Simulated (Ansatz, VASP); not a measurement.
Two plane-wave programs on SnS

```
CELL_PARAMETERS angstrom
11.44744 0.00000 0.00000
0.00000 4.02226 0.00000
0.00000 0.00000 4.45657
ATOMIC_POSITIONS crystal
Sn 0.62153 0.25000 0.36950
Sn 0.37847 0.75000 0.63050
Sn 0.87847 0.75000 0.86950
Sn 0.12153 0.25000 0.13050
S 0.34985 0.25000 0.02261
S 0.65015 0.75000 0.97739
S 0.15015 0.75000 0.52261
S 0.84985 0.25000 0.47739
```

Alike in both runs: functional PBE; k mesh 4 × 8 × 6; occupations gaussian, width 0.02 eV; no spin polarisation.

Ansatz relaxed the structure, and its values are those at the end. VASP's run is a single point on that final structure, the one shown.

```csv
,VASP,Ansatz
version,VASP 6.6.1,Ansatz 0.2.0
potentials or method,"VASP PAW PBE potentials, release 64 (Sn_d, S), cutoff 520 eV","scalar-relativistic, plane waves, PAW"
valence electrons in the cell,80,80
```

VASP gave:

| Property | Result |
| --- | --- |
| gap on the k mesh at the Fermi level (eV) | 1.05 |
| least direct gap on the mesh (eV) | 1.33 |
| pressure (GPa) | -0.1 |
| rms of the force components (eV/Å) | 0.005 |

Problem. What did Ansatz give for the same quantities?

Solution. gap on the k mesh at the Fermi level (eV): 1.05; least direct gap on the mesh (eV): 1.34; pressure (GPa): 0.0; rms of the force components (eV/Å): 0.001.

With one functional, cell and mesh, what is left measures potentials, basis and numerics.
